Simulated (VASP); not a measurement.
# Ni (Fm-3m) in VASP: single point with LDA

Aim: the single point of Ni with LDA.

Program: VASP 6.6.1. These are calculated values, not measurements. Logs are shortened: lines on timing, memory, paths and dates and some standing lists are left out, and cuts for length are marked.

## (1) The cell of the first run

It takes space group Fm-3m (No. 225, cubic). The conventional cell has a = 2.951 Å, b = 2.951 Å, c = 2.951 Å, α = 90.00°, β = 90.00°, γ = 90.00°. Within 2.8 Å of Ni (site symmetry m-3m) lie 12 Ni at 2.09 Å.

## (2) Single point, LDA, collinear spin, ferromagnetic start (6.43 Å³/atom)

INCAR reads:

```
PREC = Accurate
ENCUT = 690
EDIFF = 1E-6
ISMEAR = -1
SIGMA = 0.08
LREAL = False
LASPH = True
NELM = 200
ALGO = Normal
ISIF = 2
LWAVE = False
LCHARG = False
ISPIN = 2
MAGMOM = 1
LORBIT = 11
LMAXMIX = 4
NBANDS = 19
GGA_COMPAT = False
```

KPOINTS reads:

```
regular mesh
0
Gamma
  18 18 18
```

POSCAR reads:

```
Ni
1.0
    0.0000000000      1.4756668925      1.4756668925
    1.4756668925      0.0000000000      1.4756668925
    1.4756668925      1.4756668925      0.0000000000
Ni
1
Direct
    0.0000000000      0.0000000000      0.0000000000
```

Potentials or basis: VASP PAW LDA potentials, release 64 (Ni_sv_GW).

Run with:

```
$ cat potpaw_LDA.64/Ni_sv_GW/POTCAR > POTCAR
$ mpirun -np 1 vasp_std > vasp.out
```

OUTCAR:

```text
PREC = Accurate
   ENCUT = 690
   EDIFF = 1E-6
   ISMEAR = -1
   LREAL = False
   LASPH = True
   NELM = 200
   ISIF = 2
   ISPIN = 2
   LORBIT = 11

 ion  position               nearest neighbor table
   1  0.000  0.000  0.000-

  LATTYP: Found a face centered cubic cell.
 ALAT       =     2.9513337850

  Lattice vectors:

 A1 = (   0.0000000000,   1.4756668925,   1.4756668925)
 A2 = (   1.4756668925,   0.0000000000,   1.4756668925)
 A3 = (   1.4756668925,   1.4756668925,   0.0000000000)

Analysis of symmetry for initial positions (statically):
=====================================================================
 Subroutine PRICEL returns:
 Original cell was already a primitive cell.

 Routine SETGRP: Setting up the symmetry group for a
 face centered cubic supercell.

 Subroutine GETGRP returns: Found 48 space group operations
 (whereof 48 operations were pure point group operations)
 out of a pool of 48 trial point group operations.

The static configuration has the point symmetry O_h .

Analysis of symmetry for dynamics (positions and initial velocities):
=====================================================================
 Subroutine PRICEL returns:
 Original cell was already a primitive cell.

 Routine SETGRP: Setting up the symmetry group for a
 face centered cubic supercell.

 Subroutine GETGRP returns: Found 48 space group operations
 (whereof 48 operations were pure point group operations)
 out of a pool of 48 trial point group operations.

The dynamic configuration has the point symmetry O_h .

Analysis of structural, dynamic, and magnetic symmetry:
=====================================================================
 Subroutine PRICEL returns:
 Original cell was already a primitive cell.

 Routine SETGRP: Setting up the symmetry group for a
 face centered cubic supercell.

 Subroutine GETGRP returns: Found 48 space group operations
 (whereof 48 operations were pure point group operations)
 out of a pool of 48 trial point group operations.

The overall configuration has the point symmetry O_h .

 Subroutine INISYM returns: Found 48 space group operations
 (whereof 48 operations are pure point group operations),
 and found     1 'primitive' translations

----------------------------------------------------------------------------------------

                                     Primitive cell

  volume of cell :       6.4268

  direct lattice vectors                    reciprocal lattice vectors
     0.000000000  1.475666893  1.475666893    -0.338829856  0.338829856  0.338829856
     1.475666893  0.000000000  1.475666893     0.338829856 -0.338829856  0.338829856
     1.475666893  1.475666893  0.000000000     0.338829856  0.338829856 -0.338829856

  length of vectors
     2.086908133  2.086908133  2.086908133     0.586870525  0.586870525  0.586870525

  position of ions in fractional coordinates (direct lattice)
     0.000000000  0.000000000  0.000000000

  ion indices of the primitive-cell ions
   primitive index   ion index
                 1           1

----------------------------------------------------------------------------------------

 KPOINTS: regular mesh

Automatic generation of k-mesh.
 Grid dimensions read from file:
 generate k-points for:   18   18   18

 Generating k-lattice:

  Cartesian coordinates                     Fractional coordinates (reciprocal lattice)
    -0.018823881  0.018823881  0.018823881     0.055555556  0.000000000  0.000000000
     0.018823881 -0.018823881  0.018823881     0.000000000  0.055555556  0.000000000
     0.018823881  0.018823881 -0.018823881     0.000000000  0.000000000  0.055555556

  Length of vectors
     0.032603918  0.032603918  0.032603918

  Shift w.r.t. Gamma in fractional coordinates (k-lattice)
     0.000000000  0.000000000  0.000000000

 Subroutine IBZKPT returns following result:
 ===========================================

 Found    195 irreducible k-points:

 Following reciprocal coordinates:
            Coordinates               Weight
  0.000000  0.000000  0.000000      1.000000
  0.055556  0.000000  0.000000      8.000000
  0.111111  0.000000  0.000000      8.000000
  0.166667  0.000000  0.000000      8.000000
  0.222222  0.000000  0.000000      8.000000
  0.277778  0.000000  0.000000      8.000000
[... 16 lines left out ...]
 -0.277778  0.055556  0.000000     24.000000
 -0.222222  0.055556  0.000000     24.000000
 [... further k-points ...]
   k-points           NKPTS =    195   k-points in BZ     NKDIM =    195   number of bands    NBANDS=     19
   number of dos      NEDOS =    301   number of ions     NIONS =      1
   total plane-waves  NPLWV =   5832
   dimension x,y,z NGX =    18 NGY =   18 NGZ =   18
   dimension x,y,z NGXF=    36 NGYF=   36 NGZF=   36
   ions per type =               1
   NGX,Y,Z   is equivalent  to a cutoff of  14.34, 14.34, 14.34 a.u.
   NGXF,Y,Z  is equivalent  to a cutoff of  28.68, 28.68, 28.68 a.u.
 SYSTEM =  unknown system
   PREC   = accura    normal or accurate (medium, high low for compatibility)
   ISTART =      0    job   : 0-new  1-cont  2-samecut
   ICHARG =      2    charge: 1-file 2-atom 10-const
   ISPIN  =      2    spin polarized calculation?
   LNONCOLLINEAR =      F non collinear calculations
   LSORBIT =      F    spin-orbit coupling
   LASPH  =      T    aspherical Exc in radial PAW
   ENCUT  =  690.0 eV  50.71 Ry    7.12 a.u.   4.47  4.47  4.47*2*pi/ulx,y,z
   NELM   =    200;   NELMIN=  2; NELMDL= -5     # of ELM steps
   EDIFF  = 0.1E-05   stopping-criterion for ELM
   LREAL  =      F    real-space projection
   EDIFFG = 0.1E-04   stopping-criterion for IOM
   NSW    =      0    number of steps for IOM
   IBRION =     -1    ionic relax: 0-MD 1-quasi-New 2-CG
   NFREE  =      0    steps in history (QN), initial steepest desc. (CG)
   ISIF   =      2    stress and relaxation
   ISYM   =      2    0-nonsym 1-usesym 2-fastsym
   POTIM  = 0.5000    time-step for ionic-motion
   TEBEG  =    0.0;   TEEND  =   0.0 temperature during run
   PSTRESS=    0.0 pullay stress
   NELECT =      18.0000    total number of electrons
   NUPDOWN=      -1.0000    fix difference up-down
   EMIN   =  10.00;   EMAX   =-10.00  energy-range for DOS
   EFERMI =   0.00;   METHOD = LEGACY
   ISMEAR =    -1;   SIGMA  =   0.08  broadening in eV -4-tet -1-fermi 0-gaus
   EFERMI_NEDOS =   21; number of points for ismear=-14 and -15
   IALGO  =     38    algorithm
   IMIX   =      4    mixing-type and parameters
     AMIX     =   0.40;   BMIX     =  1.00
     AMIX_MAG =   1.60;   BMIX_MAG =  1.00
  volume/ion in A,a.u.               =       6.43        43.37
  Fermi-wavevector in a.u.,A,eV,Ry     =   2.307636  4.360800 72.453535  5.325185
  Thomas-Fermi vector in A             =   3.239198
   LORBIT       =     11    0 simple, 1 ext, 2 COOP (PROOUT), +10 PAW based schemes
   GGA     = CA    functional components
   LHFCALC =     F    Hartree Fock is set to
   AEXX    =    0.0000 exact exchange contribution
   IVDW    =     0    specifies the selected vdW correction
   LEPSILON=     F    determine dielectric tensor
   LRPA    =     F    only Hartree local field effects (RPA)
 spin polarized calculation
  energy-cutoff  :      690.00
  volume of cell :        6.43
 maximum number of plane-waves:       280
 NGX is ok and might be reduce to    18
   NGX =  9   NGY =  9   NGZ =  9

 number of electron      18.0000011 magnetization       0.0011600

 Free energy of the ion-electron system (eV)
  ---------------------------------------------------
  ext. energy  EPLUGINS =         0.00000000
  ---------------------------------------------------
  free energy    TOTEN  =        -5.01303100 eV

  energy without entropy =       -4.97911193  energy(sigma->0) =       -4.99607146

 E-fermi :  16.1009     XC(G=0): -18.1486

 val. band max:       16.0955643174   @ k =  -0.4444   0.3889   0.1111
 cond. band min:      16.1114125064   @ k =   0.5000   0.1111   0.0000
 fundamental gap:      0.0158481890
 Fermi energy:        16.1009090244

 spin component 1

 k-point     1 :       0.0000    0.0000    0.0000
  band No.  band energies     occupation
      1     -87.5352      1.00000
      2     -47.7240      1.00000
      3     -47.7240      1.00000
      4     -47.7240      1.00000
      5       2.9888      1.00000
      6      11.9731      1.00000
[... 11 lines left out ...]
     18      59.4014      0.00000
     19      73.9414      0.00000

 k-point     2 :       0.0556    0.0000    0.0000
  band No.  band energies     occupation
      1     -87.5261      1.00000
      2     -47.7680      1.00000
      3     -47.7299      1.00000
      4     -47.7299      1.00000
      5       3.1734      1.00000
      6      11.8941      1.00000
[... 476 lines left out ...]
 k-point    24 :      -0.2222    0.0556    0.0000
  band No.  band energies     occupation
      1     -87.3722      1.00000
      2     -48.3978      1.00000
      3     -47.8541      1.00000
      4     -47.7943      1.00000
      5       6.0461      1.00000
      6      11.1308      1.00000
[... 11 lines left out ...]
     18      67.3834      0.00000
     19      70.8801      0.00000

 [... further k-points ...]

 spin component 2

 k-point     1 :       0.0000    0.0000    0.0000
  band No.  band energies     occupation
      1     -87.5338      1.00000
      2     -47.7226      1.00000
      3     -47.7226      1.00000
      4     -47.7226      1.00000
      5       2.9890      1.00000
      6      11.9743      1.00000
[... 11 lines left out ...]
     18      59.4014      0.00000
     19      73.9418      0.00000

 k-point     2 :       0.0556    0.0000    0.0000
  band No.  band energies     occupation
      1     -87.5246      1.00000
      2     -47.7665      1.00000
      3     -47.7285      1.00000
      4     -47.7285      1.00000
      5       3.1735      1.00000
      6      11.8954      1.00000
[... 476 lines left out ...]
 k-point    24 :      -0.2222    0.0556    0.0000
  band No.  band energies     occupation
      1     -87.3707      1.00000
      2     -48.3964      1.00000
      3     -47.8527      1.00000
      4     -47.7929      1.00000
      5       6.0464      1.00000
      6      11.1318      1.00000
[... 11 lines left out ...]
     18      67.3839      0.00000
     19      70.8806      0.00000

 [... further k-points ...]

------------------------ aborting loop because EDIFF is reached ----------------------------------------

  FORCE on cell =-STRESS in cart. coord.  units (eV):
  Direction    XX          YY          ZZ          XY          YZ          ZX
  --------------------------------------------------------------------------------------
  -------------------------------------------------------------------------------------
  Total       13.0940584     13.0940584     13.0940584      0.0000000     -0.0000000      0.0000000
  in kB     3264.2984440   3264.2984440   3264.2984440      0.0000000     -0.0000000      0.0000000
  external PRESSURE =    3264.2984440 kB  Pullay stress =       0.0000000 kB

 VOLUME and BASIS-vectors are now :
 -----------------------------------------------------------------------------
  energy-cutoff  :      690.00
  volume of cell :        6.43
      direct lattice vectors                 reciprocal lattice vectors
     0.000000000  1.475666893  1.475666893    -0.338829856  0.338829856  0.338829856
     1.475666893  0.000000000  1.475666893     0.338829856 -0.338829856  0.338829856
     1.475666893  1.475666893  0.000000000     0.338829856  0.338829856 -0.338829856

 POSITION                                       TOTAL-FORCE (eV/Angst)
 -----------------------------------------------------------------------------------
      0.00000      0.00000      0.00000         0.000000     -0.000000     -0.000000
 -----------------------------------------------------------------------------------
    total drift:                               -0.000000      0.000000      0.000000

  FREE ENERGIE OF THE ION-ELECTRON SYSTEM (eV)
  ---------------------------------------------------
  free  energy   TOTEN  =        -5.0130310017 eV

  energy  without entropy=       -4.9791119280  energy(sigma->0) =       -4.99607146

 total charge

# of ion       s       p       d       f       tot
--------------------------------------------------
    1        2.386   6.738   8.084   0.033  17.242

 magnetization (x)

# of ion       s       p       d       f       tot
--------------------------------------------------
    1       -0.000  -0.000   0.001  -0.000   0.001
```

Wall time 58 s (1 thread of AMD EPYC 9R45 (Zen 5), shared host); peak memory 0.15 GiB.

Results:

```
Free energy                                           : -5.0130 eV
Pressure                                              : 326.4 GPa
Band gap on the k mesh                                : zero (filled and empty bands overlap)
Net moment                                            : 0.00 μB per cell
Valence electrons inside the program's atomic spheres : Ni 17.24
```

Levels at points of the mesh, in eV from the Fermi level:
Spin up:
| k point | band 7 | band 8 | band 9 | band 10 | band 11 | band 12 |
| --- | --- | --- | --- | --- | --- | --- |
| (0.00, 0.00, 0.00) | -4.13 | -4.13 | -1.65 | -1.65 | 27.35 | 35.74 |
| (0.50, 0.00, 0.00) | -4.27 | -1.04 | -0.02 | -0.02 | 11.06 | 25.73 |
| (0.50, 0.50, 0.00) | -0.03 | 0.40 | 0.40 | 3.34 | 15.27 | 20.50 |
Spin down:
| k point | band 5 | band 6 | band 7 | band 8 | band 9 | band 10 | band 11 | band 12 | band 13 | band 14 |
| --- | --- | --- | --- | --- | --- | --- | --- | --- | --- | --- |
| (0.00, 0.00, 0.00) | -13.11 | -4.13 | -4.13 | -4.13 | -1.65 | -1.65 | 27.35 | 35.74 | 35.74 | 35.74 |
| (0.50, 0.00, 0.00) | -8.66 | -4.27 | -4.27 | -1.04 | -0.02 | -0.02 | 11.06 | 25.73 | 34.83 | 34.83 |
| (0.50, 0.50, 0.00) | -9.14 | -8.09 | -0.03 | 0.40 | 0.40 | 3.34 | 15.27 | 20.50 | 20.50 | 27.68 |

Caveat: the cell stands under pressure; the moments typed at the start vanished in this run.
